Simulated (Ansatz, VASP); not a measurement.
Two plane-wave programs on Ru

INCAR

```
SYSTEM = Ru
PREC = Accurate
ENCUT = 520
EDIFF = 1E-6
ISMEAR = 0
SIGMA = 0.15
LREAL = .False.
LASPH = .True.
NELM = 80
ALGO = Fast
ISIF = 2
LWAVE = .False.
LCHARG = .False.
GGA = PE
NBANDS = 21
```

KPOINTS

```
Automatic mesh
0
Gamma
  24 24 14
  0 0 0
```

The input POSCAR:

```
Ru
1.0
    2.7880257181      0.0000000000      0.0000000000
   -1.3940128590      2.4145010983      0.0000000000
    0.0000000000      0.0000000000      4.0819310217
Ru
2
Direct
    0.3333333333      0.6666666667      0.2500000000
    0.6666666667      0.3333333333      0.7500000000
```

Input for Ansatz:

```yaml
crystal:
  lattice:
    - [2.7880257181, 0.0, 0.0]
    - [-1.394012859, 2.4145010983, 0.0]
    - [0.0, 0.0, 4.0819310217]
  atoms:
    - { symbol: Ru, position: [0.3333333333, 0.6666666667, 0.25] }
    - { symbol: Ru, position: [0.6666666667, 0.3333333333, 0.75] }
basis:
  ecutwfc: 420
kpoints:
  mp_grid: { grid: [24, 24, 14] }
hamiltonian:
  xc: pbe
scf:
  occupations: { method: gaussian, width: 0.15 }
output:
  forces: true
  stress: true
  eigenvalues: true
```

Change from the starting cell: strain +0.025 along x and y, -0.050 along z, atoms carried along.

Alike in both runs: task single point; functional PBE; k mesh 24 × 24 × 14; occupations gaussian, width 0.15 eV; no spin polarisation.

|  | VASP | Ansatz |
| --- | --- | --- |
| version | VASP 6.6.1 | Ansatz 0.2.0 |
| potentials or method | VASP PAW PBE potentials, release 64 (Ru_pv), cutoff 520 eV | scalar-relativistic, plane waves, PAW |
| valence electrons in the cell | 28 | 32 |

```tsv
	VASP	Ansatz	Ansatz less VASP
gap on the k mesh at the Fermi level (eV)	none	none	-
pressure (GPa)	3.6	3.7	+0.08
traceless stress, the component that is largest in VASP (GPa)	20.99	20.99	-0.002
```

A gap of «none» marks a metal or a gap that the smearing closes. The functional is the same, so the differences come from potentials, cutoffs and numerics. VASP's potentials hold 28 valence electrons a cell and Ansatz's 32, so a difference there can come from the potentials and not from the codes.
